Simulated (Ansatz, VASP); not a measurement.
# WS2 in VASP and in Ansatz

Contents of INCAR:

```
SYSTEM = WS2
PREC     = Accurate       ! precision mode
ENCUT    = 500            ! plane-wave cutoff, eV
EDIFF    = 1E-6           ! SCF threshold, eV
ISMEAR   = -1             ! smearing method
SIGMA    = 0.05           ! smearing width, eV
LREAL    = .FALSE.        ! projectors in reciprocal space
LASPH    = .TRUE.         ! aspherical terms in the spheres
NELM     = 200            ! most SCF steps
ALGO     = Normal         ! electronic algorithm
ISIF     = 2              ! what is computed and relaxed
LWAVE    = .FALSE.        ! write WAVECAR
LCHARG   = .FALSE.        ! write CHGCAR
MAGMOM   = 0 0 0 0 0 0 0 0 0 ! initial moments
LORBIT   = 11             ! projections on sites
LSORBIT  = .TRUE.         ! spin-orbit coupling
GGA_COMPAT= .FALSE.      
LORBMOM  = .TRUE.       
LMAXMIX  = 4              ! l up to which the mixer works
GGA      = PS             ! functional
NBANDS   = 39             ! bands
```

The input KPOINTS:

```
regular mesh
0
G
  8 8 2
  0 0 0
```

File POSCAR:

```
WS2
1.0
    3.1835163552      0.0000000000      0.0000000000
   -1.5917581776      2.7570060369      0.0000000000
    0.0000000000      0.0000000000     16.9505778900
W S
1 2
Direct
    0.0000000000      0.0000000000      0.0000000000
    0.3333333333      0.6666666667      0.0920005100
    0.3333333333      0.6666666667      0.9079994900
```

The input input.yaml:

```yaml
crystal:
  lattice:
    - [3.1835163552, 0.0, 0.0]
    - [-1.5917581776, 2.7570060369, 0.0]
    - [0.0, 0.0, 16.95057789]
  atoms:
    - { symbol: W, position: [0.0, 0.0, 0.0] }
    - { symbol: S, position: [0.3333333333, 0.6666666667, 0.09200051] }
    - { symbol: S, position: [0.3333333333, 0.6666666667, 0.90799949] }
kpoints:
  mp_grid: { grid: [8, 8, 2] }
  band_path:
    path:
      - [0.0, 0.0, 0.0]
      - [0.5, 0.0, 0.0]
      - [0.3333333333, 0.3333333333, 0.0]
      - [0.0, 0.0, 0.0]
      - [0.0, 0.0, 0.5]
      - [0.5, 0.0, 0.5]
      - [0.3333333333, 0.3333333333, 0.5]
      - [0.0, 0.0, 0.5]
    npoints: 10
scf:
  occupations: { method: fermi_dirac, width: 0.05 }
hamiltonian:
  xc: pbesol
  pseudopotentials: { kind: all_electron, lapw: { basis_error: 0.002 } }
magnetization:
  noncollinear: true
  spin_orbit: true
output:
  forces: true
  stress: true
  eigenvalues: true
```

Alike in both runs: functional PBEsol; k mesh 8 × 8 × 2; occupations fermi-dirac, width 0.05 eV; non-collinear spin, spin-orbit coupling.

|  | VASP | Ansatz |
| --- | --- | --- |
| version | VASP 6.6.1 | Ansatz 0.2.0 |
| potentials or method | VASP PAW PBE potentials, release 64 (W_sv, S), cutoff 500 eV | all-electron LAPW, relativistic spinors |
| task | single point | band structure |

|  | VASP | Ansatz | Ansatz less VASP |
| --- | --- | --- | --- |
| rms of the force components (eV/Å) | 0.038 | 0.059 | +0.0209 |
| net moment per atom (μB) | 0.00 | 0.00 | 0.000 |

VASP's potentials were made for PBE, not for PBEsol. Atom by atom the forces differ by 0.021 eV/Å (rms over components). Ansatz ran all-electron here, and VASP with PAW potentials.
